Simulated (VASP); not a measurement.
Here is a VASP 6.6.1 calculation.

File POSCAR:

```
LiCl
1.0
    2.4345168997      2.4345168997      0.0000000000
   -2.4345168997      2.4345168997      0.0000000000
    0.0000000000      2.4345168997      2.4345168997
Li Cl
1 1
Direct
    0.0000000000      0.0000000000      0.0000000000
    0.5000000000      0.5000000000      0.0000000000
```

File INCAR.step1:

```
SYSTEM = LiCl
ALGO = Normal
EDIFF = 1E-4
ENCUT = 520
GGA = PE
ISMEAR = 0
LASPH = .True.
LCHARG = .False.
LREAL = .False.
LWAVE = .True.
NBANDS = 12
NELM = 60
PREC = Accurate
SIGMA = 0.01
```

File INCAR.step2:

```
SYSTEM = LiCl
ALGO = Normal
EDIFF = 1E-6
ENCUT = 520
ISIF = 2
ISMEAR = 0
ISTART = 1
LASPH = .True.
LCHARG = .False.
LMIXTAU = .True.
LREAL = .False.
LWAVE = .False.
METAGGA = R2SCAN
NBANDS = 12
NELM = 60
PREC = Accurate
SIGMA = 0.01
```

The input KPOINTS:

```
k-points
0
Gamma
  8 8 8
  0 0 0
```

Potentials or basis: VASP PAW PBE potentials, release 64 (Li_sv, Cl).

Command:

```sh
$ cat potpaw_PBE.64/Li_sv/POTCAR potpaw_PBE.64/Cl/POTCAR > POTCAR
$ cp INCAR.step1 INCAR
$ mpirun -np 1 vasp_std > vasp.out
$ cp INCAR.step2 INCAR
$ mpirun -np 1 vasp_std > vasp.out
```

Q: What does it give for the band gap on the k mesh?

A: 7.71 eV (least direct gap 8.07 eV).

 A k mesh can miss the band edges.
